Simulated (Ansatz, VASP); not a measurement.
## Two plane-wave programs on CsMgBiO3

```
Cs Mg Bi O
1.0
     3.23052    1.86514    3.79701
    -3.23052    1.86514    3.79701
     0.00000   -3.73028    3.79701
Cs Mg Bi O
1 1 1 3
Direct
  0.91728 0.91728 0.91728
  0.30219 0.30219 0.30219
  0.56530 0.56530 0.56530
  0.49139 0.98224 0.49139
  0.49139 0.49139 0.98224
  0.98224 0.49139 0.49139
```

Alike in both runs: task relaxation of cell and atoms; functional PBEsol; k mesh 4 × 4 × 4; occupations fermi-dirac, width 0.01 eV; no spin polarisation.

|  | VASP | Ansatz |
| --- | --- | --- |
| version | VASP 6.6.1 | Ansatz 0.2.0 |
| potentials or method | VASP PAW PBE potentials, release 64 (Cs_sv, Mg, Bi_d, O) | plane waves, PAW |
| plane-wave cutoff (eV) | 600 | 420 |
| valence electrons in the cell | 44 | 52 |

VASP gave:

| Quantity | Value |
| --- | --- |
| relaxed volume (Å³/atom) | 22.78 |
| relaxed length of the cell vector where the two differ most in proportion (Å) | 5.357 |

**Question.** What did Ansatz give for the same quantities?

**Answer.** Relaxed volume (Å³/atom): 22.88; relaxed length of the cell vector where the two differ most in proportion (Å): 5.370.

VASP's potentials were made for PBE, not for PBEsol. VASP's potentials hold 44 valence electrons a cell and Ansatz's 52, so a difference there can come from the potentials and not from the codes.

Neither program's run includes spin-orbit coupling.
